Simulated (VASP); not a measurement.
A run of VASP 6.6.1 is set up as follows.

The input INCAR:

```
PREC = Accurate
ENCUT = 520
EDIFF = 1E-6
ISMEAR = 0
SIGMA = 0.05
LREAL = F
LASPH = T
NELM = 150
ALGO = Fast
ISIF = 2
LWAVE = F
LCHARG = F
MAGMOM = 0 0 0 0 0 0
LORBIT = 11
LSORBIT = T
GGA_COMPAT = F
LORBMOM = T
LMAXMIX = 4
GGA = PE
NBANDS = 35
```

The input KPOINTS:

```
Automatic mesh
0
Gamma
  10 10 10
```

The input POSCAR:

```
ZnAu
1.0
    3.2211433719      0.0000000000      0.0000000000
    0.0000000000      3.2211433719      0.0000000000
    0.0000000000      0.0000000000      3.2211433719
Zn Au
1 1
Direct
    0.5000000000      0.5000000000      0.5000000000
    0.0000000000      0.0000000000      0.0000000000
```

Potentials or basis: VASP PAW PBE potentials, release 64 (Zn, Au).

Run with:

```console
$ cat potpaw_PBE.64/Zn/POTCAR potpaw_PBE.64/Au/POTCAR > POTCAR
$ mpirun -np 1 vasp_ncl > vasp.out
```

**Question.** What does it give for the pressure?

**Answer.** -3.9 GPa.

**Question.** Estimate the net moment.

**Answer.** 0.00 μB per cell.

Moments on the atoms (μB; x, y, z):
```
Zn  0.00 0.00 0.00
Au  0.00 0.00 0.00
```

Caveat: the cell stands under tension.
